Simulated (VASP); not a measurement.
Here is a VASP 6.6.1 calculation.

INCAR

```
ALGO = Normal ; EDIFF = 1E-6
ENCUT = 520 ; GGA = PE
ISIF = 2 ; ISMEAR = 0
LASPH = True ; LCHARG = False
LREAL = False ; LWAVE = False
NBANDS = 22 ; NELM = 60
PREC = Accurate ; SIGMA = 0.1
```

KPOINTS

```
k-points
0
Gamma
  4 4 6
```

File POSCAR:

```
B
1.0
    5.0272119670      0.0000000000      0.0000000000
    0.0000000000      5.0272119670      0.0000000000
    0.0000000000      0.0000000000      2.9064307968
B
8
Direct
    0.5000000000      1.0789978654      0.0000000000
    0.5000000000     -0.0789978654      0.5000000000
   -0.0789978654      0.5000000000      0.7500000000
    1.0789978654      0.5000000000      0.2500000000
    0.5000000000      0.7346456448      0.0000000000
    0.5000000000      0.2653543552      0.5000000000
    0.2653543552      0.5000000000      0.7500000000
    0.7346456448      0.5000000000      0.2500000000
```

Potentials or basis: VASP PAW PBE potentials, release 64 (B).

Run with:

```sh
$ cat potpaw_PBE.64/B/POTCAR > POTCAR
$ mpirun -np 1 vasp_std > vasp.out
```

Task: Estimate the pressure.

Result: -0.1 GPa.

Task: What does it give for the band gap on the k mesh?

Result: Zero (band 12 reaches 5.38 eV, above the bottom of band 13 at 3.29 eV).

Task: What does it give for the largest force?

Result: 0.010 eV/Å.

Stress tensor (GPa, compression positive):
```
-0.19  0.00  0.00
 0.00 -0.19  0.00
 0.00  0.00 -0.07
```

Caveat: the k points lie up to 0.36 Å⁻¹ apart.
